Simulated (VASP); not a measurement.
# C in VASP: a series of runs, part 2 of 2

VASP 6.6.1. Earlier steps stand in the parts before.

### Step 4. Relaxation of cell and atoms, PBEsol

This run uses another cell than the first one, of 9.59 Å³/atom.

The input, INCAR:

```
PREC = Accurate
ENCUT = 600
EDIFF = 1E-6
ISMEAR = -1
SIGMA = 0.15
LREAL = F
LASPH = T
NELM = 100
ALGO = Normal
ISIF = 3
LWAVE = F
LCHARG = F
GGA = PS
IBRION = 2
NSW = 80
EDIFFG = -0.001
```

The input, KPOINTS:

```
regular mesh
0
Gamma
  18 18 6
```

The input, POSCAR:

```
C
1.0
    1.2295803925     -2.1291862897      0.0000000000
    1.2295803925      2.1291862897      0.0000000000
    0.0000000000      0.0000000000      7.3232116213
C
4
Direct
    0.0833204452      0.9166795548      0.7500023985
    0.5833204452      0.4166795548      0.2499976015
    0.9166795548      0.0833204452      0.2499976015
    0.4166795548      0.5833204452      0.7500023985
```

Potentials or basis: VASP PAW PBE potentials, release 64 (C).

Run with:

```console
cat potpaw_PBE.64/C/POTCAR > POTCAR
mpirun -np 1 vasp_std > vasp.out
```

OUTCAR:

```text
PREC = Accurate
   ENCUT = 600
   EDIFF = 1E-6
   ISMEAR = -1
   LREAL = F
   LASPH = T
   NELM = 100
   ISIF = 3
   GGA = PS
   IBRION = 2
   NSW = 80
   EDIFFG = -0.001

 ion  position               nearest neighbor table
   1  0.083  0.917  0.750-   4 1.42   4 1.42   4 1.42
   2  0.583  0.417  0.250-   3 1.42   3 1.42   3 1.42
   3  0.917  0.083  0.250-   2 1.42   2 1.42   2 1.42
   4  0.417  0.583  0.750-   1 1.42   1 1.42   1 1.42

  LATTYP: Found a base centered orthorhombic cell.
 ALAT       =     2.4591607850
 B/A-ratio  =     1.7316365019
 C/A-ratio  =     2.9779311975

  Lattice vectors:

 A1 = (   1.2295803925,  -2.1291862897,   0.0000000000)
 A2 = (   1.2295803925,   2.1291862897,   0.0000000000)
 A3 = (   0.0000000000,   0.0000000000,   7.3232116213)
[... 687 lines left out ...]

[... ionic steps 4 to 68 ...]

--------------------------------------- Ionic step       69  -------------------------------------------

 number of electron      15.9999998 magnetization

------------------------ aborting loop because EDIFF is reached ----------------------------------------
[... 71 lines left out ...]
--------------------------------------- Ionic step       71  -------------------------------------------

 number of electron      15.9999998 magnetization

 Free energy of the ion-electron system (eV)
  ---------------------------------------------------
  ext. energy  EPLUGINS =         0.00000000
  ---------------------------------------------------
  free energy    TOTEN  =       -38.58961938 eV

  energy without entropy =      -38.58439948  energy(sigma->0) =      -38.58700943

 E-fermi :   4.0937     XC(G=0): -10.1005

 val. band max:        4.0901756594   @ k =   0.3333   0.3333   0.5000
 cond. band min:       4.1643963497   @ k =   0.3333   0.3333   0.3333
 fundamental gap:      0.0742206903
 Fermi energy:         4.0936521789

 k-point     1 :       0.0000    0.0000    0.0000
  band No.  band energies     occupation
      1     -15.5271      2.00000
      2     -15.3435      2.00000
      3      -4.2792      2.00000
      4      -2.8479      2.00000
      5       1.0953      2.00000
      6       1.1044      2.00000
      7       1.1108      2.00000
      8       1.1135      2.00000
      9       7.6778      0.00000
     10      12.4106      0.00000
     11      12.4331      0.00000
     12      12.4543      0.00000
[... 376 lines left out ...]
  FREE ENERGIE OF THE ION-ELECTRON SYSTEM (eV)
  ---------------------------------------------------
  free  energy   TOTEN  =       -38.5896193844 eV

  energy  without entropy=      -38.5843994847  energy(sigma->0) =      -38.58700943

 reached required accuracy - stopping structural energy minimisation
```

CONTCAR:

```text
C
   1.00000000000000
     1.2300780414251677   -2.1299747003291305    0.0000000000000000
     1.2300780414251677    2.1299747003291305   -0.0000000000000000
     0.0000000000000000   -0.0000000000000000    7.1587248855439833
  C
     4
Direct
     0.0833231603973833    0.9166768396026167    0.7500023985000013
     0.5833231603973833    0.4166768396026165    0.2499976014999987
     0.9166768396026167    0.0833231603973833    0.2499976014999987
     0.4166768396026165    0.5833231603973833    0.7500023985000013

  0.00000000E+00  0.00000000E+00  0.00000000E+00
  0.00000000E+00  0.00000000E+00  0.00000000E+00
  0.00000000E+00  0.00000000E+00  0.00000000E+00
  0.00000000E+00  0.00000000E+00  0.00000000E+00
```

It took 61 min on 1 thread of Intel Xeon 8259CL, shared host; peak memory 0.32 GiB.

Results:

```
Free energy                           : -38.5896 eV
Relaxed volume                        : 9.38 Å³/atom
Relaxed cell                          : a = 2.460 Å, b = 2.460 Å, c = 7.159 Å, α = 90.00°, β = 90.00°, γ = 119.99°
Space group after relaxing (to 0.1 Å) : Fmmm (No. 69)
Energy gained by relaxing             : 0.2 meV/atom
Ionic steps                           : 71
Pressure after relaxing               : 0.0 GPa
Band gap on the k mesh                : zero (filled and empty bands touch)
```

The path:
```
step  energy change (eV)  largest force (eV/Å)  pressure (GPa)  volume (Å³)
   1              0.0000                0.0020            0.27        38.34
   3             -0.0001                0.0013           -0.10        38.37
   5             -0.0002                0.0189           -0.18        38.29
   7             -0.0003                0.0475           -0.38        38.17
   9             -0.0003                0.0395           -0.34        38.13
  11             -0.0005                0.0077           -0.27        38.01
  13             -0.0005                0.1206            0.06        37.51
  15             -0.0006                0.0467           -0.02        37.70
  17             -0.0007                0.0368            0.05        37.62
  19             -0.0007                0.0077            0.07        37.52
  21             -0.0007                0.0185           -0.05        37.54
  23             -0.0007                0.0031            0.02        37.53
  25             -0.0007                0.0015            0.03        37.53
  27             -0.0007                0.0027           -0.02        37.53
  29             -0.0007                0.0012           -0.07        37.53
  31             -0.0007                0.0019           -0.06        37.53
  33             -0.0007                0.0009           -0.05        37.53
  35             -0.0007                0.0002            0.00        37.53
  37             -0.0007                0.0002           -0.01        37.53
  39             -0.0007                0.0001           -0.01        37.53
  41             -0.0007                0.0003           -0.03        37.52
  43             -0.0007                0.0011           -0.02        37.52
  45             -0.0007                0.0011           -0.01        37.52
  47             -0.0007                0.0003           -0.01        37.52
  49             -0.0007                0.0046            0.00        37.52
  51             -0.0007                0.0022            0.00        37.52
  53             -0.0007                0.0008           -0.01        37.52
  55             -0.0007                0.0010           -0.01        37.52
  57             -0.0007                0.0030           -0.01        37.51
  59             -0.0007                0.0021            0.00        37.52
  61             -0.0007                0.0017           -0.01        37.52
  63             -0.0007                0.0046           -0.02        37.51
  65             -0.0007                0.0063            0.00        37.51
  67             -0.0007                0.0047            0.00        37.51
  69             -0.0007                0.0012            0.00        37.51
  71             -0.0007                0.0002            0.00        37.51
```

Final structure:
```yaml
crystal:
  lattice:
    - [1.23008, -2.12997, 0.00000]
    - [1.23008, 2.12997, 0.00000]
    - [0.00000, 0.00000, 7.15872]
  atoms:
    - { symbol: C, position: [0.08332, 0.91668, 0.75000] }
    - { symbol: C, position: [0.58332, 0.41668, 0.25000] }
    - { symbol: C, position: [0.91668, 0.08332, 0.25000] }
    - { symbol: C, position: [0.41668, 0.58332, 0.75000] }
```

Caveat: this functional lacks dispersion, which binds layers or chains, so the pressure and a relaxed spacing across them are unreliable; the PAW data sets were made with another functional, which shifts forces and pressure a little.

### Step 5. Relaxation of cell and atoms, PBEsol

This run uses another cell than the first one, of 9.37 Å³/atom.

The input, INCAR:

```
  PREC = Accurate
  ENCUT = 600
  EDIFF = 1E-6
  ISMEAR = 0
  SIGMA = 0.1
  LREAL = False
  LASPH = True
  NELM = 60
  ALGO = Normal
  ISIF = 3
  LWAVE = False
  LCHARG = False
  GGA = PS
  IBRION = 2
  NSW = 100
  EDIFFG = -0.005
```

KPOINTS is that of step 4.

The input, POSCAR:

```
C
1.0
    1.2280479700     -2.1270618200      0.0000000000
    1.2280479700      2.1270618200      0.0000000000
    0.0000000000      0.0000000000      7.1732677600
C
4
Direct
    0.0833794600      0.9166205400      0.7531376000
    0.5833794600      0.4166205400      0.2468624000
    0.9166205400      0.0833794600      0.2468624000
    0.4166205400      0.5833794600      0.7531376000
```

Run with:

```console
cat potpaw_PBE.64/C/POTCAR > POTCAR
mpirun -np 1 vasp_std > vasp.out
```

Wall time 2.4 min (1 thread of Intel Xeon 6975P-C (Granite Rapids), shared host); peak memory 0.27 GiB.

The run converged. Its results:

| Property | Result |
| --- | --- |
| Free energy | -38.5851 eV |
| Relaxed volume | 9.40 Å³/atom |
| Relaxed cell | a = 2.460 Å, b = 2.460 Å, c = 7.173 Å, α = 90.00°, β = 90.00°, γ = 119.99° |
| Space group after relaxing (to 0.1 Å) | Fmmm (No. 69) |
| Energy gained by relaxing | 0.2 meV/atom |
| Ionic steps | 5 |
| Pressure after relaxing | 0.0 GPa |
| Largest force after relaxing | 0.005 eV/Å |

Forces in eV/Å, atoms in the order of the input:
```
C    0.000  0.002 -0.004
C    0.000  0.002  0.004
C    0.000 -0.002  0.004
C    0.000 -0.002 -0.004
```

Step by step:
```tsv
step	energy change (eV)	largest force (eV/Å)	pressure (GPa)	volume (Å³)
1	0.0000	0.0256	1.22	37.48
2	0.0030	0.1010	-2.75	37.86
3	-0.0007	0.0138	0.01	37.59
4	-0.0006	0.0505	-0.07	37.60
5	-0.0007	0.0048	-0.01	37.59
```

Final structure:
```
C
1.0
     1.23009   -2.13010    0.00000
     1.23009    2.13010    0.00000
     0.00000    0.00000    7.17331
C
4
Direct
  0.08332 0.91668 0.75312
  0.58332 0.41668 0.24688
  0.91668 0.08332 0.24688
  0.41668 0.58332 0.75312
```

Caveat: this functional lacks dispersion, which binds layers or chains, so the pressure and a relaxed spacing across them are unreliable; the PAW data sets were made with another functional, which shifts forces and pressure a little.

### Step 6. The runs side by side

| task | cell | cutoff (eV) | smearing | gap on the mesh (eV) | pressure (GPa) | relaxed volume (Å³/atom) |
| --- | --- | --- | --- | --- | --- | --- |
| single point | a = 2.459, b = 2.459, c = 7.387 Å, angles 90.0, 90.0, 120.0°, 4 atoms, atomic positions A | 520 | fermi-dirac 0.15 eV | none | 0.6 | - |
| relaxation of cell and atoms | relaxed from a = 2.459, b = 2.459, c = 7.323 Å, angles 90.0, 90.0, 120.0°, 4 atoms, atomic positions A | 600 | fermi-dirac 0.15 eV | none | 0.0 | 9.38 |
| relaxation of cell and atoms | relaxed from a = 2.456, b = 2.456, c = 7.173 Å, angles 90.0, 90.0, 120.0°, 4 atoms, atomic positions B | 600 | gaussian 0.1 eV | - | 0.0 | 9.40 |

Alike in all rows: level PBEsol; potentials or basis VASP PAW PBE potentials, release 64 (C); no spin polarisation; k mesh 18 × 18 × 6.

Caveats: this functional lacks dispersion, which binds layers or chains, so the pressure and a relaxed spacing across them are unreliable; the PAW data sets were made with another functional, which shifts forces and pressure a little.

Total energies depend on the potentials used, so only differences within one code and one set of settings carry meaning.

The gap in the log of VASP goes by the Fermi energy; the results here count the filled bands.